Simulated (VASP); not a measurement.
Write the native input for VASP 6.6.1 that does the following.

```yaml
Task: single point
Functional: LDA
Potentials_or_basis: VASP PAW LDA potentials, release 64 (Ge_d)
Cutoff: 520 eV
k_mesh: 12 × 12 × 1
Occupations: gaussian, width 0.1 eV
Spin: no spin polarisation
Dipole_correction: yes
Further_INCAR_settings: ALGO = Normal; EDIFF = 1e-06; NBANDS = 21
```

The structure of Ge lies in POSCAR:

```
Ge
1.0
    4.1490000000      0.0000000000      0.0000000000
   -2.0745000000      3.5931394003      0.0000000000
    0.0000000000      0.0000000000     28.0000000000
Ge
2
Direct
    0.3333333333      0.6666666667      0.5076607143
    0.6666666667      0.3333333333      0.4923392857
```

One way to write it, as run:

INCAR

```
ALGO = Normal ; DIPOL = 0.5 0.5 0.500
EDIFF = 1E-6 ; ENCUT = 520
IDIPOL = 3 ; ISIF = 2
ISMEAR = 0 ; LASPH = T
LCHARG = F ; LDIPOL = T
LREAL = F ; LWAVE = F
NBANDS = 21 ; NELM = 100
PREC = Accurate ; SIGMA = 0.1
```

KPOINTS

```
k-points
0
Gamma
  12 12 1
```

Potentials or basis: VASP PAW LDA potentials, release 64 (Ge_d).

Run with:

```sh
$ cat potpaw_LDA.64/Ge_d/POTCAR > POTCAR
$ mpirun -np 1 vasp_std > vasp.out
```

It gave:

- Largest force: 0.349 eV/Å
- Band gap on the k mesh: zero (band 14 reaches -3.64 eV, above the bottom of band 15 at -4.67 eV)

Wall time 3.2 min on 1 thread of Intel Xeon 6975P-C, on a shared host, peak memory 0.42 GiB.
